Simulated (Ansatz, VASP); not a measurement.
# ScAlN2: VASP beside Ansatz

Contents of INCAR:

```
SYSTEM = ScAlN2
PREC = Accurate
ENCUT = 520
EDIFF = 1E-6
ISMEAR = 0
SIGMA = 0.1
LREAL = .False.
LASPH = .True.
NELM = 150
ALGO = Normal
ISIF = 2
LWAVE = .False.
LCHARG = .False.
ISPIN = 2
MAGMOM = 0 0 1 1
LORBIT = 11
LMAXMIX = 4
GGA = PE
NBANDS = 24
```

KPOINTS

```
regular mesh
0
Gamma
  6 6 4
  0 0 0
```

Contents of POSCAR:

```
ScAlN2
1.0
    3.6039779800      0.0000000000      0.0000000000
   -1.8019889900      3.1211364900      0.0000000000
    0.0000000000      0.0000000000      5.7757155000
Sc Al N
1 1 2
Direct
    0.0000000000      0.0000000000      0.0000000000
    0.0000000000      0.0000000000      0.5000000000
    0.3333333300      0.6666666700      0.5000000000
    0.6666666700      0.3333333300      0.5000000000
```

Input for Ansatz:

```yaml
crystal:
  lattice:
    - [3.60397798, 0.0, 0.0]
    - [-1.80198899, 3.12113649, 0.0]
    - [0.0, 0.0, 5.7757155]
  atoms:
    - { symbol: Sc, position: [0.0, 0.0, 0.0] }
    - { symbol: Al, position: [0.0, 0.0, 0.5] }
    - { symbol: "N", position: [0.33333333, 0.66666667, 0.5], spin: 1.0 }
    - { symbol: "N", position: [0.66666667, 0.33333333, 0.5], spin: 1.0 }
basis:
  ecutwfc: 420
kpoints:
  mp_grid: { grid: [6, 6, 4] }
hamiltonian:
  xc: pbe
scf:
  occupations: { method: gaussian, width: 0.1 }
  lower_state_search: "off"
output:
  forces: true
  stress: true
  eigenvalues: true
  populations: true
magnetization:
  spin_polarized: true
```

Alike in both runs: task single point; functional PBE; k mesh 6 × 6 × 4; occupations gaussian, width 0.1 eV; collinear spin.

```csv
,VASP,Ansatz
version,VASP 6.6.1,Ansatz 0.2.0
potentials or method,"VASP PAW PBE potentials, release 64 (Sc_sv, Al, N), cutoff 520 eV","scalar-relativistic, plane waves, PAW"
valence electrons in the cell,24,24
```

Ansatz gave:

```
gap on the k mesh at the Fermi level (eV)                     : none
pressure (GPa)                                                : -1.3
traceless stress, the component that is largest in VASP (GPa) : -0.42
net moment per atom (μB)                                      : 0.02
size of the moment on the site where the two differ most (μB) : 0.08
```

Which values does VASP return?

gap on the k mesh at the Fermi level (eV): none; pressure (GPa): -1.4; traceless stress, the component that is largest in VASP (GPa): -0.34; net moment per atom (μB): 0.00; size of the moment on the site where the two differ most (μB): 0.00.

Site moments also hang on the region over which each program counts them. A gap of «none» marks a metal or a gap that the smearing closes. Ansatz's warnings: seeded moment not kept.
